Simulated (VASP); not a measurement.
**NaH: single point with PBEsol**

The system is NaH.

```
Na H
1.0
     0.00000    2.19897    2.19897
     2.19897    0.00000    2.19897
     2.19897    2.19897    0.00000
Na H
1 1
Direct
  0.00000 0.00000 0.00000
  0.50000 0.50000 0.50000
```

- Program: VASP 6.6.1
- Task: single point
- Functional: PBEsol
- Potentials or basis: VASP PAW PBE potentials, release 64 (Na_pv, H)
- Cutoff: 520 eV
- k mesh: 8 × 8 × 8
- Occupations: gaussian, width 0.01 eV
- Spin: no spin polarisation

| Quantity | Value |
| --- | --- |
| Pressure | 10.0 GPa |
| Band gap on the k mesh | 4.03 eV, indirect (least direct gap 5.04 eV) |

Levels at points of the mesh, in eV from the valence-band top:
```tsv
k point	band 1	band 2	band 3	band 4	band 5	band 6	band 7	band 8	band 9
(0.00, 0.00, 0.00)	-21.59	-21.59	-21.59	-4.59	13.18	17.60	17.60	17.60	19.36
(0.50, 0.00, 0.00)	-21.84	-21.62	-21.62	-1.01	4.03	12.73	15.07	15.07	19.49
(0.50, 0.50, 0.00)	-21.80	-21.67	-21.67	-0.27	5.03	10.82	12.40	12.40	14.95
```

Run time: 4.7 s on 1 thread of Intel(R) Xeon(R) Platinum 8175M CPU @ 2.50GHz (Skylake/Cascade Lake) (shared host), peak memory 0.13 GiB.

Caveat: the PAW data sets were made with another functional, which shifts forces and pressure a little. A k mesh can miss the band edges.
